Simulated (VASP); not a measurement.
# Mg (P6_3/mmc) in VASP: relaxation of cell and atoms with LDA

Aim: the relaxation of cell and atoms of Mg with LDA.

Program: VASP 6.6.1. These are calculated values, not measurements. Logs are shortened: lines on timing, memory, paths and dates and some standing lists are left out, and cuts for length are marked.

## (1) The cell of the first run

Symmetry: P6_3/mmc, No. 194, hexagonal system. The conventional cell has a = 3.209 Å, b = 3.209 Å, c = 5.210 Å, α = 90.00°, β = 90.00°, γ = 120.00°. Mg (site symmetry -6m2) has 12 Mg at 3.20 to 3.21 Å within 4.2 Å.

## (2) Relaxation of cell and atoms, LDA

INCAR reads:

```
SYSTEM = Mg
PREC     = Accurate       ! precision mode
ENCUT    = 840            ! plane-wave cutoff, eV
EDIFF    = 1E-7           ! SCF threshold, eV
ISMEAR   = 0              ! smearing method
SIGMA    = 0.1            ! smearing width, eV
LREAL    = .FALSE.        ! projectors in reciprocal space
LASPH    = .TRUE.         ! aspherical terms in the spheres
NELM     = 120            ! most SCF steps
ALGO     = Normal         ! electronic algorithm
ISIF     = 3              ! what is computed and relaxed
LWAVE    = .FALSE.        ! write WAVECAR
LCHARG   = .FALSE.        ! write CHGCAR
IBRION   = 2              ! ionic algorithm
NSW      = 100            ! ionic steps
EDIFFG   = -0.002         ! ionic threshold
GGA_COMPAT= .FALSE.      
NELMIN   = 4
```

KPOINTS reads:

```
regular mesh
0
G
  12 12 8
  0 0 0
```

POSCAR reads:

```
Mg
1.0
    3.2093000000      0.0000000000      0.0000000000
   -1.6046500000      2.7793353300      0.0000000000
    0.0000000000      0.0000000000      5.2103000000
Mg
2
Direct
    0.3333333300      0.6666666700      0.2500000000
    0.6666666700      0.3333333300      0.7500000000
```

Potentials or basis: VASP PAW LDA potentials, release 64 (Mg_sv).

The run is started by

```
> cat potpaw_LDA.64/Mg_sv/POTCAR > POTCAR
> mpirun -np 1 vasp_std > vasp.out
```

OUTCAR:

```text
SYSTEM = Mg
   PREC = Accurate
   ENCUT = 840
   EDIFF = 1E-7
   ISMEAR = 0
   LREAL = .FALSE.
   LASPH = .TRUE.
   NELM = 120
   ISIF = 3
   IBRION = 2
   NSW = 100
   EDIFFG = -0.002
   NELMIN = 4

 ion  position               nearest neighbor table
   1  0.333  0.667  0.250-
   2  0.667  0.333  0.750-

  LATTYP: Found a hexagonal cell.
 ALAT       =     3.2093000000
 C/A-ratio  =     1.6235004518

  Lattice vectors:

 A1 = (   3.2093000000,   0.0000000000,   0.0000000000)
 A2 = (  -1.6046500000,   2.7793353300,   0.0000000000)
 A3 = (   0.0000000000,   0.0000000000,   5.2103000000)

Analysis of symmetry for initial positions (statically):
=====================================================================
 Subroutine PRICEL returns:
 Original cell was already a primitive cell.

 Routine SETGRP: Setting up the symmetry group for a
 hexagonal supercell.

 Subroutine GETGRP returns: Found 24 space group operations
 (whereof 12 operations were pure point group operations)
 out of a pool of 24 trial point group operations.

The static configuration has the point symmetry D_3d.
 The point group associated with its full space group is D_6h.

Analysis of symmetry for dynamics (positions and initial velocities):
=====================================================================
 Subroutine PRICEL returns:
 Original cell was already a primitive cell.

 Routine SETGRP: Setting up the symmetry group for a
 hexagonal supercell.

 Subroutine GETGRP returns: Found 24 space group operations
 (whereof 12 operations were pure point group operations)
 out of a pool of 24 trial point group operations.

The dynamic configuration has the point symmetry D_3d.
 The point group associated with its full space group is D_6h.

 Subroutine INISYM returns: Found 24 space group operations
 (whereof 12 operations are pure point group operations),
 and found     1 'primitive' translations

----------------------------------------------------------------------------------------

                                     Primitive cell

  volume of cell :      46.4744

  direct lattice vectors                    reciprocal lattice vectors
     3.209300000  0.000000000  0.000000000     0.311594429  0.179899127  0.000000000
    -1.604650000  2.779335330  0.000000000     0.000000000  0.359798254  0.000000000
     0.000000000  0.000000000  5.210300000     0.000000000  0.000000000  0.191927528

  length of vectors
     3.209300000  3.209300001  5.210300000     0.359798255  0.359798254  0.191927528

  position of ions in fractional coordinates (direct lattice)
     0.333333330  0.666666670  0.250000000
     0.666666670  0.333333330  0.750000000

  ion indices of the primitive-cell ions
   primitive index   ion index
                 1           1
                 2           2

----------------------------------------------------------------------------------------

 KPOINTS: regular mesh

Automatic generation of k-mesh.
 Grid dimensions read from file:
 generate k-points for:   12   12    8

 Generating k-lattice:

  Cartesian coordinates                     Fractional coordinates (reciprocal lattice)
     0.025966202  0.014991594  0.000000000     0.083333333 -0.000000000  0.000000000
     0.000000000  0.029983188  0.000000000     0.000000000  0.083333333  0.000000000
     0.000000000  0.000000000  0.023990941     0.000000000  0.000000000  0.125000000

  Length of vectors
     0.029983188  0.029983188  0.023990941

  Shift w.r.t. Gamma in fractional coordinates (k-lattice)
     0.000000000  0.000000000  0.000000000

 Subroutine IBZKPT returns following result:
 ===========================================

 Found     95 irreducible k-points:

 Following reciprocal coordinates:
            Coordinates               Weight
  0.000000  0.000000  0.000000      1.000000
  0.083333 -0.000000  0.000000      6.000000
  0.166667  0.000000  0.000000      6.000000
  0.250000 -0.000000  0.000000      6.000000
  0.333333  0.000000  0.000000      6.000000
  0.416667  0.000000  0.000000      6.000000
[... 16 lines left out ...]
  0.250000 -0.000000  0.125000     12.000000
  0.333333  0.000000  0.125000     12.000000
 [... further k-points ...]
   k-points           NKPTS =     95   k-points in BZ     NKDIM =     95   number of bands    NBANDS=     14
   number of dos      NEDOS =    301   number of ions     NIONS =      2
   total plane-waves  NPLWV =  45000
   dimension x,y,z NGX =    30 NGY =   30 NGZ =   50
   dimension x,y,z NGXF=    60 NGYF=   60 NGZF=  100
   ions per type =               2
   NGX,Y,Z   is equivalent  to a cutoff of  15.54, 15.54, 15.95 a.u.
   NGXF,Y,Z  is equivalent  to a cutoff of  31.08, 31.08, 31.91 a.u.
 SYSTEM =  Mg
   PREC   = accura    normal or accurate (medium, high low for compatibility)
   ISTART =      0    job   : 0-new  1-cont  2-samecut
   ICHARG =      2    charge: 1-file 2-atom 10-const
   ISPIN  =      1    spin polarized calculation?
   LNONCOLLINEAR =      F non collinear calculations
   LSORBIT =      F    spin-orbit coupling
   LASPH  =      T    aspherical Exc in radial PAW
   ENCUT  =  840.0 eV  61.74 Ry    7.86 a.u.   7.58  7.58 12.31*2*pi/ulx,y,z
   NELM   =    120;   NELMIN=  4; NELMDL= -5     # of ELM steps
   EDIFF  = 0.1E-06   stopping-criterion for ELM
   LREAL  =      F    real-space projection
   EDIFFG = -.2E-02   stopping-criterion for IOM
   NSW    =    100    number of steps for IOM
   IBRION =      2    ionic relax: 0-MD 1-quasi-New 2-CG
   NFREE  =      1    steps in history (QN), initial steepest desc. (CG)
   ISIF   =      3    stress and relaxation
   ISYM   =      2    0-nonsym 1-usesym 2-fastsym
   POTIM  = 0.5000    time-step for ionic-motion
   TEBEG  =    0.0;   TEEND  =   0.0 temperature during run
   PSTRESS=    0.0 pullay stress
   NELECT =      20.0000    total number of electrons
   NUPDOWN=      -1.0000    fix difference up-down
   EMIN   =  10.00;   EMAX   =-10.00  energy-range for DOS
   EFERMI =   0.00;   METHOD = LEGACY
   ISMEAR =     0;   SIGMA  =   0.10  broadening in eV -4-tet -1-fermi 0-gaus
   EFERMI_NEDOS =   21; number of points for ismear=-14 and -15
   IALGO  =     38    algorithm
   IMIX   =      4    mixing-type and parameters
     AMIX     =   0.40;   BMIX     =  1.00
     AMIX_MAG =   1.60;   BMIX_MAG =  1.00
  volume/ion in A,a.u.               =      23.24       156.81
  Fermi-wavevector in a.u.,A,eV,Ry     =   1.235986  2.335675 20.785090  1.527661
  Thomas-Fermi vector in A             =   2.370613
   LORBIT       =      0    0 simple, 1 ext, 2 COOP (PROOUT), +10 PAW based schemes
   GGA     = CA    functional components
   LHFCALC =     F    Hartree Fock is set to
   AEXX    =    0.0000 exact exchange contribution
   IVDW    =     0    specifies the selected vdW correction
   LEPSILON=     F    determine dielectric tensor
   LRPA    =     F    only Hartree local field effects (RPA)
 conjugate gradient relaxation of ions
 non-spin polarized calculation
 Gauss-broadening in eV      SIGMA  =   0.10
  energy-cutoff  :      840.00
  volume of cell :       46.47
 maximum number of plane-waves:      2610
   NGX = 15   NGY = 15   NGZ = 25

--------------------------------------- Ionic step        1  -------------------------------------------

 number of electron      19.9999989 magnetization

 Free energy of the ion-electron system (eV)
  ---------------------------------------------------
  ext. energy  EPLUGINS =         0.00000000
  ---------------------------------------------------
  free energy    TOTEN  =        -3.51413928 eV

  energy without entropy =       -3.50897264  energy(sigma->0) =       -3.51155596

------------------------ aborting loop because EDIFF is reached ----------------------------------------

  FORCE on cell =-STRESS in cart. coord.  units (eV):
  Direction    XX          YY          ZZ          XY          YZ          ZX
  --------------------------------------------------------------------------------------
  -------------------------------------------------------------------------------------
  Total       -0.7297430     -0.7297430     -0.9904698      0.0000000      0.0000000      0.0000000
  in kB      -25.1574449    -25.1574449    -34.1458410      0.0000000      0.0000000      0.0000000
  external PRESSURE =     -28.1535769 kB  Pullay stress =       0.0000000 kB
[... 237 lines left out ...]
  energy  without entropy=       -3.5435350538  energy(sigma->0) =       -3.54547767

--------------------------------------- Ionic step        8  -------------------------------------------

 number of electron      20.0000001 magnetization

 Free energy of the ion-electron system (eV)
  ---------------------------------------------------
  ext. energy  EPLUGINS =         0.00000000
  ---------------------------------------------------
  free energy    TOTEN  =        -3.54744632 eV

  energy without entropy =       -3.54355213  energy(sigma->0) =       -3.54549923

 E-fermi :   2.4745     XC(G=0):  -9.1820

 val. band max:        2.4667684447   @ k =   0.4167   0.1667   0.5000
 cond. band min:       2.4994777319   @ k =   0.3333   0.3333   0.3750
 fundamental gap:      0.0327092873
 Fermi energy:         2.4745361521

 k-point     1 :       0.0000    0.0000    0.0000
  band No.  band energies     occupation
      1     -72.5723      2.00000
      2     -72.5675      2.00000
      3     -40.0844      2.00000
      4     -40.0457      2.00000
      5     -40.0457      2.00000
      6     -40.0393      2.00000
      7     -40.0386      2.00000
      8     -40.0386      2.00000
      9      -4.6466      2.00000
     10       0.8943      2.00000
     11       1.4402      2.00000
     12      13.6260      0.00000
     13      13.6260      0.00000
     14      13.7620      0.00000
[... 375 lines left out ...]
 k-point    24 :       0.3333    0.0000    0.1250
  band No.  band energies     occupation
      1     -72.5693      2.00000
      2     -72.5667      2.00000
      3     -40.0736      2.00000
      4     -40.0651      2.00000
      5     -40.0619      2.00000
      6     -40.0524      2.00000
      7     -40.0460      2.00000
      8     -40.0429      2.00000
      9      -2.3251      2.00000
     10       1.8878      2.00000
     11       3.9212      0.00000
     12       5.0844      0.00000
     13       8.1046      0.00000
     14      10.0543      0.00000

 [... further k-points ...]

------------------------ aborting loop because EDIFF is reached ----------------------------------------

  FORCE on cell =-STRESS in cart. coord.  units (eV):
  Direction    XX          YY          ZZ          XY          YZ          ZX
  --------------------------------------------------------------------------------------
  -------------------------------------------------------------------------------------
  Total        0.0005979      0.0005979      0.0022802      0.0000000      0.0000000      0.0000000
  in kB        0.0222452      0.0222452      0.0848305      0.0000000      0.0000000      0.0000000
  external PRESSURE =       0.0431069 kB  Pullay stress =       0.0000000 kB
[... 17 lines left out ...]
  FREE ENERGIE OF THE ION-ELECTRON SYSTEM (eV)
  ---------------------------------------------------
  free  energy   TOTEN  =        -3.5474463240 eV

  energy  without entropy=       -3.5435521282  energy(sigma->0) =       -3.54549923

 reached required accuracy - stopping structural energy minimisation
```

Wall time 7.1 min (1 thread of Intel Xeon Platinum 8259CL at 2.50GHz (Skylake/Cascade Lake), shared host); peak memory 0.24 GiB.

What came out:

```
Free energy                           : -3.5474 eV
Relaxed volume                        : 21.53 Å³/atom
Relaxed cell                          : a = 3.147 Å, b = 3.147 Å, c = 5.022 Å, α = 90.00°, β = 90.00°, γ = 120.00°
Space group after relaxing (to 0.1 Å) : P6_3/mmc (No. 194)
Energy gained by relaxing             : 16.7 meV/atom
Ionic steps                           : 8
Pressure after relaxing               : 0.0 GPa
Band gap on the k mesh                : zero (bands 10 and 11 overlap by 2.08 eV)
```

The path:
```tsv
step	energy change (eV)	largest force (eV/Å)	pressure (GPa)	volume (Å³)
1	0.0000	0.0000	-2.82	46.47
2	-0.0310	0.0000	-0.69	43.78
3	-0.0329	0.0000	0.04	43.01
4	-0.0328	0.0000	0.11	42.94
5	-0.0332	0.0000	0.15	42.96
6	-0.0333	0.0000	0.16	42.98
7	-0.0333	0.0000	0.09	42.97
8	-0.0333	0.0000	0.00	43.06
```

Final structure:
```
Mg
1.0
     3.14675    0.00000    0.00000
    -1.57337    2.72516    0.00000
     0.00000    0.00000    5.02192
Mg
2
Direct
  0.33333 0.66667 0.25000
  0.66667 0.33333 0.75000
```

Levels at points of the mesh, in eV from the Fermi level:
```csv
k point,band 8,band 9,band 10,band 11,band 12,band 13
"(0.00, 0.00, 0.00)",-42.51,-7.12,-1.58,-1.03,11.15,11.15
"(0.50, 0.00, 0.00)",-42.52,-2.19,-2.19,2.85,3.20,3.62
"(0.00, 0.00, 0.50)",-42.52,-5.64,-5.64,5.55,5.55,11.92
"(0.50, 0.00, 0.50)",-42.52,-1.09,-1.09,-0.41,-0.41,8.27
```

LDA usually gives volumes a few per cent too small. Zero-point motion and thermal expansion aren't in these numbers.

The gap in the log of VASP goes by the Fermi energy; the results here count the filled bands.